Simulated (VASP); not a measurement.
Runs of VASP 6.6.1 on CaSe. The structure is that of space group Pm-3m (No. 221), or close to it. The cells are those of the table. 

| level | cell | smearing | gap on the mesh (eV) | pressure (GPa) |
| --- | --- | --- | --- | --- |
| PBE | a = 3.850, b = 3.850, c = 3.652 Å, 2 atoms | fermi-dirac 0.02 eV | 0.40 | -4.2 |
| r2SCAN | a = 3.635, b = 3.635, c = 3.458 Å, 2 atoms | gaussian 0.01 eV | 0.62 | 3.3 |
| PBE | a = 3.695 Å, 2 atoms | fermi-dirac 0.02 eV | 0.83 | -1.6 |
| r2SCAN | a = 3.695 Å, 2 atoms | gaussian 0.01 eV | 1.31 | (b) |
| PBE | a = 3.635, b = 3.635, c = 3.458 Å, 2 atoms | fermi-dirac 0.02 eV | 0.17 | 3.8 |
| r2SCAN | a = 3.850, b = 3.850, c = 3.652 Å, 2 atoms | gaussian 0.01 eV | (a) | (c) |

Alike in all rows: task single point; potentials or basis VASP PAW PBE potentials, release 64 (Ca_sv, Se); no spin polarisation; k mesh 8 × 8 × 8; cutoff (eV) 520.

Q: Fill in the values left out.

A: (a) 0.85; (b) -2.3; (c) -5.0.

Caveats: the PAW data sets were made with another functional, which shifts forces and pressure a little (at least some runs); the cell stands under tension (at least some runs); the cell stands under pressure (at least some runs).

A k mesh can miss the band edges, and the runs leave out spin-orbit coupling on Se.
